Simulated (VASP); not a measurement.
# C in VASP: a series of runs

Runs on C. Level: PBE. Tasks: single point.

Everything below comes from runs of VASP 6.6.1. Logs are shortened: lines on timing, memory, paths and dates and some standing lists are left out, and cuts for length are marked.

### Step 1. The cell of the first run

The cell holds a wire or tube with vacuum around it, 16 atoms: a = 11.600 Å, b = 11.900 Å, c = 4.216 Å, α = 90.00°, β = 90.00°, γ = 90.00°.

### Step 2. Single point, PBE

Contents of INCAR:

```
SYSTEM = C
PREC     = Accurate       ! precision mode
ENCUT    = 520            ! plane-wave cutoff, eV
EDIFF    = 1E-7           ! SCF threshold, eV
ISMEAR   = 0              ! smearing method
SIGMA    = 0.05           ! smearing width, eV
LREAL    = Auto         
LASPH    = .TRUE.         ! aspherical terms in the spheres
NELM     = 80             ! most SCF steps
ALGO     = Normal         ! electronic algorithm
ISIF     = 2              ! what is computed and relaxed
LWAVE    = .FALSE.        ! write WAVECAR
LCHARG   = .FALSE.        ! write CHGCAR
GGA      = PE             ! functional
NBANDS   = 46             ! bands
```

Contents of KPOINTS:

```
Automatic mesh
0
G
  1 1 18
  0 0 0
```

Contents of POSCAR:

```
C
1.0
   11.6000000000      0.0000000000      0.0000000000
    0.0000000000     11.9000000000      0.0000000000
    0.0000000000      0.0000000000      4.2162192646
C
16
Direct
    0.6453915320      0.5000000000      0.6645438991
    0.5000000000      0.6416934832      0.6645474435
    0.6028003529      0.6002020738      0.1645411579
    0.3546084680      0.5000000000      0.6645438991
    0.3971996471      0.6002020738      0.1645411579
    0.5000000000      0.3583065168      0.6645474435
    0.3971996471      0.3997979262      0.1645411579
    0.6028003529      0.3997979262      0.1645411579
    0.6028003529      0.6002020738      0.8354588421
    0.6453915320      0.5000000000      0.3354561009
    0.3971996471      0.6002020738      0.8354588421
    0.5000000000      0.6416934832      0.3354525565
    0.3971996471      0.3997979262      0.8354588421
    0.3546084680      0.5000000000      0.3354561009
    0.6028003529      0.3997979262      0.8354588421
    0.5000000000      0.3583065168      0.3354525565
```

Potentials or basis: VASP PAW PBE potentials, release 64 (C).

On the command line:

```bash
> cat potpaw_PBE.64/C/POTCAR > POTCAR
> mpirun -np 1 vasp_std > vasp.out
```

OUTCAR:

```text
SYSTEM = C
   PREC = Accurate
   ENCUT = 520
   EDIFF = 1E-7
   ISMEAR = 0
   LREAL = Auto
   LASPH = .TRUE.
   NELM = 80
   ISIF = 2
   GGA = PE

 ion  position               nearest neighbor table
   1  0.645  0.500  0.665-  10 1.39   9 1.48  15 1.48
   2  0.500  0.642  0.665-  12 1.39  11 1.48   9 1.48
   3  0.603  0.600  0.165-   9 1.39  12 1.48  10 1.48
   4  0.355  0.500  0.665-  14 1.39  13 1.48  11 1.48
   5  0.397  0.600  0.165-  11 1.39  12 1.48  14 1.48
   6  0.500  0.358  0.665-  16 1.39  15 1.48  13 1.48
[... 8 lines left out ...]
  15  0.603  0.400  0.835-   8 1.39   6 1.48   1 1.48
  16  0.500  0.358  0.335-   6 1.39   7 1.48   8 1.48

  LATTYP: Found a simple orthorhombic cell.
 ALAT       =     4.2162192646
 B/A-ratio  =     2.7512800621
 C/A-ratio  =     2.8224338568

  Lattice vectors:

 A1 = (   0.0000000000,   0.0000000000,   4.2162192646)
 A2 = (  11.6000000000,   0.0000000000,   0.0000000000)
 A3 = (   0.0000000000,  11.9000000000,   0.0000000000)

Analysis of symmetry for initial positions (statically):
=====================================================================
 Subroutine PRICEL returns:
 Original cell was already a primitive cell.

 Routine SETGRP: Setting up the symmetry group for a
 simple orthorhombic supercell.

 Subroutine GETGRP returns: Found  8 space group operations
 (whereof  8 operations were pure point group operations)
 out of a pool of  8 trial point group operations.

The static configuration has the point symmetry D_2h.

Analysis of symmetry for dynamics (positions and initial velocities):
=====================================================================
 Subroutine PRICEL returns:
 Original cell was already a primitive cell.

 Routine SETGRP: Setting up the symmetry group for a
 simple orthorhombic supercell.

 Subroutine GETGRP returns: Found  8 space group operations
 (whereof  8 operations were pure point group operations)
 out of a pool of  8 trial point group operations.

The dynamic configuration has the point symmetry D_2h.

 Subroutine INISYM returns: Found  8 space group operations
 (whereof  8 operations are pure point group operations),
 and found     1 'primitive' translations

----------------------------------------------------------------------------------------

                                     Primitive cell

  volume of cell :     582.0069

  direct lattice vectors                    reciprocal lattice vectors
    11.600000000  0.000000000  0.000000000     0.086206897  0.000000000  0.000000000
     0.000000000 11.900000000  0.000000000     0.000000000  0.084033613  0.000000000
     0.000000000  0.000000000  4.216219265     0.000000000  0.000000000  0.237179316

  length of vectors
    11.600000000 11.900000000  4.216219265     0.086206897  0.084033613  0.237179316

  position of ions in fractional coordinates (direct lattice)
     0.645391532  0.500000000  0.664543899
     0.500000000  0.641693483  0.664547443
     0.602800353  0.600202074  0.164541158
     0.354608468  0.500000000  0.664543899
     0.397199647  0.600202074  0.164541158
     0.500000000  0.358306517  0.664547443
[... 8 lines left out ...]
     0.602800353  0.399797926  0.835458842
     0.500000000  0.358306517  0.335452557

  ion indices of the primitive-cell ions
   primitive index   ion index
                 1           1
                 2           2
                 3           3
                 4           4
                 5           5
                 6           6
[... 8 lines left out ...]
                15          15
                16          16

----------------------------------------------------------------------------------------

 KPOINTS: Automatic mesh

Automatic generation of k-mesh.
 Grid dimensions read from file:
 generate k-points for:    1    1   18

 Generating k-lattice:

  Cartesian coordinates                     Fractional coordinates (reciprocal lattice)
     0.086206897  0.000000000  0.000000000     1.000000000  0.000000000  0.000000000
     0.000000000  0.084033613  0.000000000     0.000000000  1.000000000  0.000000000
     0.000000000  0.000000000  0.013176629     0.000000000  0.000000000  0.055555556

  Length of vectors
     0.086206897  0.084033613  0.013176629

  Shift w.r.t. Gamma in fractional coordinates (k-lattice)
     0.000000000  0.000000000  0.000000000

 Subroutine IBZKPT returns following result:
 ===========================================

 Found     10 irreducible k-points:

 Following reciprocal coordinates:
            Coordinates               Weight
  0.000000  0.000000  0.000000      1.000000
  0.000000  0.000000  0.055556      2.000000
  0.000000  0.000000  0.111111      2.000000
  0.000000  0.000000  0.166667      2.000000
  0.000000  0.000000  0.222222      2.000000
  0.000000  0.000000  0.277778      2.000000
  0.000000  0.000000  0.333333      2.000000
  0.000000  0.000000  0.388889      2.000000
  0.000000  0.000000  0.444444      2.000000
  0.000000  0.000000  0.500000      1.000000
   k-points           NKPTS =     10   k-points in BZ     NKDIM =     10   number of bands    NBANDS=     46
   number of dos      NEDOS =    301   number of ions     NIONS =     16
   total plane-waves  NPLWV = 259200
   dimension x,y,z NGX =    90 NGY =   90 NGZ =   32
   dimension x,y,z NGXF=   180 NGYF=  180 NGZF=   64
   ions per type =              16
   NGX,Y,Z   is equivalent  to a cutoff of  12.90, 12.57, 12.62 a.u.
   NGXF,Y,Z  is equivalent  to a cutoff of  25.80, 25.15, 25.24 a.u.
 SYSTEM =  C
   PREC   = accura    normal or accurate (medium, high low for compatibility)
   ISTART =      0    job   : 0-new  1-cont  2-samecut
   ICHARG =      2    charge: 1-file 2-atom 10-const
   ISPIN  =      1    spin polarized calculation?
   LNONCOLLINEAR =      F non collinear calculations
   LSORBIT =      F    spin-orbit coupling
   LASPH  =      T    aspherical Exc in radial PAW
   ENCUT  =  520.0 eV  38.22 Ry    6.18 a.u.  21.57 22.13  7.84*2*pi/ulx,y,z
   NELM   =     80;   NELMIN=  2; NELMDL= -5     # of ELM steps
   EDIFF  = 0.1E-06   stopping-criterion for ELM
   LREAL  =      T    real-space projection
   EDIFFG = 0.1E-05   stopping-criterion for IOM
   NSW    =      0    number of steps for IOM
   IBRION =     -1    ionic relax: 0-MD 1-quasi-New 2-CG
   NFREE  =      0    steps in history (QN), initial steepest desc. (CG)
   ISIF   =      2    stress and relaxation
   ISYM   =      2    0-nonsym 1-usesym 2-fastsym
   POTIM  = 0.5000    time-step for ionic-motion
   TEBEG  =    0.0;   TEEND  =   0.0 temperature during run
   PSTRESS=    0.0 pullay stress
   NELECT =      64.0000    total number of electrons
   NUPDOWN=      -1.0000    fix difference up-down
   EMIN   =  10.00;   EMAX   =-10.00  energy-range for DOS
   EFERMI =   0.00;   METHOD = LEGACY
   ISMEAR =     0;   SIGMA  =   0.05  broadening in eV -4-tet -1-fermi 0-gaus
   EFERMI_NEDOS =   21; number of points for ismear=-14 and -15
   IALGO  =     38    algorithm
   IMIX   =      4    mixing-type and parameters
     AMIX     =   0.40;   BMIX     =  1.00
     AMIX_MAG =   1.60;   BMIX_MAG =  1.00
  volume/ion in A,a.u.               =      36.38       245.47
  Fermi-wavevector in a.u.,A,eV,Ry     =   0.784318  1.482146  8.369685  0.615155
  Thomas-Fermi vector in A             =   1.888426
   LORBIT       =      0    0 simple, 1 ext, 2 COOP (PROOUT), +10 PAW based schemes
   GGA     = PE    functional components
   LHFCALC =     F    Hartree Fock is set to
   AEXX    =    0.0000 exact exchange contribution
   IVDW    =     0    specifies the selected vdW correction
   LEPSILON=     F    determine dielectric tensor
   LRPA    =     F    only Hartree local field effects (RPA)
 non-spin polarized calculation
 Gauss-broadening in eV      SIGMA  =   0.05
  energy-cutoff  :      520.00
  volume of cell :      582.01
 maximum number of plane-waves:     15720
 NGX is ok and might be reduce to    90
   NGX = 43   NGY = 45   NGZ = 15

 number of electron      64.0000006 magnetization

 Free energy of the ion-electron system (eV)
  ---------------------------------------------------
  ext. energy  EPLUGINS =         0.00000000
  ---------------------------------------------------
  free energy    TOTEN  =      -135.66526713 eV

  energy without entropy =     -135.66027273  energy(sigma->0) =     -135.66276993

 E-fermi :  -3.4210     XC(G=0):  -3.3805

 val. band max:       -3.4446200366   @ k =   0.0000   0.0000   0.1111
 cond. band min:      -3.2789007520   @ k =   0.0000   0.0000   0.2222
 fundamental gap:      0.1657192846
 Fermi energy:        -3.4210106881

 k-point     1 :       0.0000    0.0000    0.0000
  band No.  band energies     occupation
      1     -22.6633      2.00000
      2     -20.8098      2.00000
      3     -20.8098      2.00000
      4     -17.2936      2.00000
      5     -17.2936      2.00000
      6     -17.1539      2.00000
[... 36 lines left out ...]
     43       3.2368      0.00000
     44       3.2382      0.00000

 k-point     2 :       0.0000    0.0000    0.0556
  band No.  band energies     occupation
      1     -22.6440      2.00000
      2     -20.7914      2.00000
      3     -20.7913      2.00000
      4     -17.4472      2.00000
      5     -17.2782      2.00000
      6     -17.2781      2.00000
[... 36 lines left out ...]
     43       3.1835      0.00000
     44       3.1844      0.00000

 k-point     3 :       0.0000    0.0000    0.1111
  band No.  band energies     occupation
      1     -22.5863      2.00000
      2     -20.7361      2.00000
      3     -20.7360      2.00000
      4     -17.9582      2.00000
      5     -17.2322      2.00000
      6     -17.2322      2.00000
[... 318 lines left out ...]
     43       4.0500      0.00000
     44       4.0852      0.00000

 k-point    10 :       0.0000    0.0000    0.5000
  band No.  band energies     occupation
      1     -21.1199      2.00000
      2     -21.1197      2.00000
      3     -19.3366      2.00000
      4     -19.3366      2.00000
      5     -19.3365      2.00000
      6     -19.3364      2.00000
[... 36 lines left out ...]
     43       4.4133      0.00000
     44       4.4781      0.00000
 [bands above 44 left out]

------------------------ aborting loop because EDIFF is reached ----------------------------------------

  FORCE on cell =-STRESS in cart. coord.  units (eV):
  Direction    XX          YY          ZZ          XY          YZ          ZX
  --------------------------------------------------------------------------------------
  -------------------------------------------------------------------------------------
  Total        0.2149583      0.2647606      0.5704828      0.0000000      0.0000000      0.0000000
  in kB        0.5917479      0.7288461      1.5704532      0.0000000      0.0000000      0.0000000
  external PRESSURE =       0.9636824 kB  Pullay stress =       0.0000000 kB

 VOLUME and BASIS-vectors are now :
 -----------------------------------------------------------------------------
  energy-cutoff  :      520.00
  volume of cell :      582.01
      direct lattice vectors                 reciprocal lattice vectors
    11.600000000  0.000000000  0.000000000     0.086206897  0.000000000  0.000000000
     0.000000000 11.900000000  0.000000000     0.000000000  0.084033613  0.000000000
     0.000000000  0.000000000  4.216219265     0.000000000  0.000000000  0.237179316

 POSITION                                       TOTAL-FORCE (eV/Angst)
 -----------------------------------------------------------------------------------
      7.48654      5.95000      2.80186         0.025236     -0.000000      0.012744
      5.80000      7.63615      2.80188        -0.000000      0.025626      0.009301
      6.99248      7.14240      0.69374         0.019025      0.018586      0.007633
      4.11346      5.95000      2.80186        -0.025236     -0.000000      0.012744
      4.60752      7.14240      0.69374        -0.019025      0.018586      0.007633
      5.80000      4.26385      2.80188        -0.000000     -0.025626      0.009301
[... 8 lines left out ...]
      6.99248      4.75760      3.52248         0.019025     -0.018586     -0.007633
      5.80000      4.26385      1.41434        -0.000000     -0.025626     -0.009301
 -----------------------------------------------------------------------------------
    total drift:                                0.000000      0.000000      0.000000

  FREE ENERGIE OF THE ION-ELECTRON SYSTEM (eV)
  ---------------------------------------------------
  free  energy   TOTEN  =      -135.6652671274 eV

  energy  without entropy=     -135.6602727344  energy(sigma->0) =     -135.66276993
```

It took 14 min on 1 thread of Intel Xeon 8259CL, shared host; peak memory 0.59 GiB.

Results:

| Property | Result |
| --- | --- |
| Free energy | -135.6653 eV |
| Largest force | 0.028 eV/Å |
| Band gap on the k mesh | zero (bands 32 and 33 overlap by 0.87 eV) |

Forces on the atoms (eV/Å):
```
C    0.025  0.000  0.013
C    0.000  0.026  0.009
C    0.019  0.019  0.008
C   -0.025  0.000  0.013
C   -0.019  0.019  0.008
C    0.000 -0.026  0.009
C   -0.019 -0.019  0.008
C    0.019 -0.019  0.008
C    0.019  0.019 -0.008
C    0.025  0.000 -0.013
C   -0.019  0.019 -0.008
C    0.000  0.026 -0.009
C   -0.019 -0.019 -0.008
C   -0.025  0.000 -0.013
C    0.019 -0.019 -0.008
C    0.000 -0.026 -0.009
```

Levels at points of the mesh, in eV from the Fermi level:
| k point | band 29 | band 30 | band 31 | band 32 | band 33 | band 34 | band 35 | band 36 |
| --- | --- | --- | --- | --- | --- | --- | --- | --- |
| (0.00, 0.00, 0.00) | -1.14 | -0.67 | -0.67 | 0.67 | 0.67 | 0.97 | 0.97 | 4.51 |
| (0.00, 0.00, 0.50) | -2.63 | -2.63 | -0.26 | -0.26 | 1.90 | 1.90 | 3.59 | 3.60 |

### Step 3. Single point, PBE

This run uses another cell than the first one.

Contents of INCAR:

```
SYSTEM = C
  PREC = Accurate
  ENCUT = 520
  EDIFF = 1E-7
  ISMEAR = 0
  SIGMA = 0.05
  LREAL = Auto
  LASPH = .True.
  NELM = 60
  ALGO = Normal
  ISIF = 2
  LWAVE = .False.
  LCHARG = .False.
  GGA = PE
  NBANDS = 46
```

Contents of KPOINTS:

```
regular mesh
0
Gamma
  1 1 18
  0 0 0
```

Contents of POSCAR:

```
C
1.0
   11.6000000000      0.0000000000      0.0000000000
    0.0000000000     11.9000000000      0.0000000000
    0.0000000000      0.0000000000      4.2721814200
C
16
Direct
    0.6353664979      0.5000000000      0.6666666667
    0.5000000000      0.6319538971      0.6666666667
    0.5957185686      0.5933054954      0.1666666667
    0.3646335021      0.5000000000      0.6666666667
    0.4042814314      0.5933054954      0.1666666667
    0.5000000000      0.3680461029      0.6666666667
    0.4042814314      0.4066945046      0.1666666667
    0.5957185686      0.4066945046      0.1666666667
    0.5957185686      0.5933054954      0.8333333333
    0.6353664979      0.5000000000      0.3333333333
    0.4042814314      0.5933054954      0.8333333333
    0.5000000000      0.6319538971      0.3333333333
    0.4042814314      0.4066945046      0.8333333333
    0.3646335021      0.5000000000      0.3333333333
    0.5957185686      0.4066945046      0.8333333333
    0.5000000000      0.3680461029      0.3333333333
```

Potentials or basis: VASP PAW PBE potentials, release 64 (C).

On the command line:

```bash
> cat potpaw_PBE.64/C/POTCAR > POTCAR
> mpirun -np 1 vasp_std > vasp.out
```

Run time: 16 min. Hardware: 1 thread of Intel Xeon 8259CL, shared host; peak memory 0.6 GiB.

Results (log left out):

```yaml
Free_energy: -133.4171 eV
Largest_force: 2.637 eV/Å
Band_gap_on_the_k_mesh: zero (bands 32 and 33 overlap by 0.39 eV)
```

Forces in eV/Å, atoms in the order of the input:
```
C    2.218  0.000 -1.425
C    0.000  2.218 -1.426
C    1.564  1.575 -1.422
C   -2.218  0.000 -1.425
C   -1.564  1.575 -1.422
C    0.000 -2.218 -1.426
C   -1.564 -1.575 -1.422
C    1.564 -1.575 -1.422
C    1.564  1.575  1.422
C    2.218  0.000  1.425
C   -1.564  1.575  1.422
C    0.000  2.218  1.426
C   -1.564 -1.575  1.422
C   -2.218  0.000  1.425
C    1.564 -1.575  1.422
C    0.000 -2.218  1.426
```

Levels at points of the mesh, in eV from the Fermi level:
| k point | band 30 | band 31 | band 32 | band 33 | band 34 | band 35 |
| --- | --- | --- | --- | --- | --- | --- |
| (0.00, 0.00, 0.00) | -0.37 | -0.36 | -0.04 | -0.04 | 1.16 | 1.16 |
| (0.00, 0.00, 0.50) | -3.13 | 0.07 | 0.07 | 2.00 | 2.00 | 3.33 |

### Step 4. Single point, PBE

This run uses another cell than the first one.

Contents of INCAR:

```
  PREC = Accurate
  ENCUT = 520
  EDIFF = 1E-7
  ISMEAR = 0
  SIGMA = 0.05
  LREAL = Auto
  LASPH = T
  NELM = 100
  ALGO = Normal
  ISIF = 2
  LWAVE = F
  LCHARG = T
  GGA = PE
  LELF = T
  LVHAR = T
  NBANDS = 46
```

Contents of KPOINTS:

```
regular mesh
0
Gamma
  1 1 31
```

Contents of POSCAR:

```
C
1.0
   13.8000000000      0.0000000000      0.0000000000
    0.0000000000     14.1000000000      0.0000000000
    0.0000000000      0.0000000000      2.4658545448
C
16
Direct
    0.6936777943      0.5507702355      0.5000000000
    0.6002680395      0.6699320721      0.0000000000
    0.4481261382      0.6895495274      0.5000000000
    0.3263683386      0.5981341932      0.0000000000
    0.3063222057      0.4492297645      0.5000000000
    0.3997319605      0.3300679279      0.0000000000
    0.5518738618      0.3104504726      0.5000000000
    0.6736316614      0.4018658068      0.0000000000
    0.6736316614      0.5981341932      0.0000000000
    0.5518738618      0.6895495274      0.5000000000
    0.3997319605      0.6699320721      0.0000000000
    0.3063222057      0.5507702355      0.5000000000
    0.3263683386      0.4018658068      0.0000000000
    0.4481261382      0.3104504726      0.5000000000
    0.6002680395      0.3300679279      0.0000000000
    0.6936777943      0.4492297645      0.5000000000
```

On the command line:

```bash
> cat potpaw_PBE.64/C/POTCAR > POTCAR
> mpirun -np 1 vasp_std > vasp.out
```

Wall time 16 min (1 thread of Intel Xeon 8259CL, shared host); peak memory 0.57 GiB.

The run converged. Its results:

```
Free energy   : -143.3239 eV
Largest force : 0.024 eV/Å
```

Forces on the atoms (eV/Å):
```
C    0.019 -0.001  0.000
C    0.020  0.011  0.000
C   -0.005  0.022  0.000
C   -0.015  0.020  0.000
C   -0.019  0.001  0.000
C   -0.020 -0.011  0.000
C    0.005 -0.022  0.000
C    0.015 -0.020  0.000
C    0.015  0.020  0.000
C    0.005  0.022  0.000
C   -0.020  0.011  0.000
C   -0.019 -0.001  0.000
C   -0.015 -0.020  0.000
C   -0.005 -0.022  0.000
C    0.020 -0.011  0.000
C    0.019  0.001  0.000
```

### Step 5. Overview

```tsv
cell	k mesh	gap on the mesh (eV)	largest force (eV/Å)
a = 11.600, b = 11.900, c = 4.216 Å, 16 atoms, atomic positions A	1 × 1 × 18	none	0.03
a = 11.600, b = 11.900, c = 4.272 Å, 16 atoms, atomic positions B	1 × 1 × 18	none	2.64
a = 13.800, b = 14.100, c = 2.466 Å, 16 atoms, atomic positions C	1 × 1 × 31	-	0.02
```

Alike in all rows: task single point; level PBE; potentials or basis VASP PAW PBE potentials, release 64 (C); no spin polarisation; cutoff (eV) 520; smearing gaussian 0.05 eV.

Total energies depend on the potentials used, so only differences within one code and one set of settings carry meaning.
